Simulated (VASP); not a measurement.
Here is a VASP 6.6.1 calculation.

POSCAR

```
Mo
1.0
    0.0000000000      2.0459909000      2.0459909000
    2.0459909000      0.0000000000      2.0459909000
    2.0459909000      2.0459909000      0.0000000000
Mo
1
Direct
    0.0000000000      0.0000000000      0.0000000000
```

Contents of INCAR.step1:

```
SYSTEM = Mo
PREC     = Accurate       ! precision mode
ENCUT    = 520            ! plane-wave cutoff, eV
ISMEAR   = -1             ! smearing method
SIGMA    = 0.1            ! smearing width, eV
LREAL    = .FALSE.        ! projectors in reciprocal space
LASPH    = .TRUE.         ! aspherical terms in the spheres
NELM     = 80             ! most SCF steps
NBANDS   = 13             ! bands
GGA      = PE             ! functional
ALGO     = Normal         ! electronic algorithm
EDIFF    = 1E-4           ! SCF threshold, eV
LWAVE    = .TRUE.         ! write WAVECAR
LCHARG   = .FALSE.        ! write CHGCAR
```

Contents of INCAR.step2:

```
SYSTEM = Mo
PREC     = Accurate       ! precision mode
ENCUT    = 520            ! plane-wave cutoff, eV
EDIFF    = 1E-7           ! SCF threshold, eV
ISMEAR   = -1             ! smearing method
SIGMA    = 0.1            ! smearing width, eV
LREAL    = .FALSE.        ! projectors in reciprocal space
LASPH    = .TRUE.         ! aspherical terms in the spheres
NELM     = 80             ! most SCF steps
ALGO     = Normal         ! electronic algorithm
ISIF     = 2              ! what is computed and relaxed
LWAVE    = .FALSE.        ! write WAVECAR
LCHARG   = .FALSE.        ! write CHGCAR
METAGGA  = R2SCAN         ! meta-GGA
LMIXTAU  = .TRUE.       
NBANDS   = 13             ! bands
ISTART   = 1
```

Contents of KPOINTS:

```
Automatic mesh
0
G
  15 15 15
  0 0 0
```

Potentials or basis: VASP PAW PBE potentials, release 64 (Mo_sv).

Launch:

```console
$ cat potpaw_PBE.64/Mo_sv/POTCAR > POTCAR
$ cp INCAR.step1 INCAR
$ mpirun -np 1 vasp_std > vasp.out
$ cp INCAR.step2 INCAR
$ mpirun -np 1 vasp_std > vasp.out
```

(1) Estimate the band gap on the k mesh.

(2) What does it give for the pressure?

Answers

(1) zero (band 7 reaches 14.28 eV, above the bottom of band 8 at 10.08 eV).

(2) -15.7 GPa.

Caveat: the PAW data sets were made with another functional, which shifts forces and pressure a little.
